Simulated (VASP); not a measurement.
A run of VASP 6.6.1 is set up as follows.

Contents of INCAR:

```
SYSTEM = InAs
PREC = Accurate
ENCUT = 520
EDIFF = 1E-6
ISMEAR = -1
SIGMA = 0.02
LREAL = .FALSE.
LASPH = .TRUE.
NELM = 100
ALGO = Normal
ISIF = 2
LWAVE = .FALSE.
LCHARG = .TRUE.
GGA = PE
LELF = .TRUE.
LVHAR = .TRUE.
NBANDS = 16
```

File KPOINTS:

```
Automatic mesh
0
G
  6 6 6
  0 0 0
```

Contents of POSCAR:

```
InAs
1.0
    0.0000000000      3.0545904655      3.0545904655
    3.0545904655      0.0000000000      3.0545904655
    3.0545904655      3.0545904655      0.0000000000
In As
1 1
Direct
    0.0000000000      0.0000000000      0.0000000000
    0.2500000000      0.2500000000      0.2500000000
```

Potentials or basis: VASP PAW PBE potentials, release 64 (In_d, As).

Command:

```console
$ cat potpaw_PBE.64/In_d/POTCAR potpaw_PBE.64/As/POTCAR > POTCAR
$ mpirun -np 1 vasp_std > vasp.out
```

(1) What does it give for the band gap on the k mesh?

(2) Predict the pressure.

## Answers

(1) zero (filled and empty bands touch).

(2) 2.1 GPa.

Caveat: semilocal functionals underestimate gaps, and a narrow one can read as zero; spin-orbit coupling is left out, which moves the levels of the heavy elements.
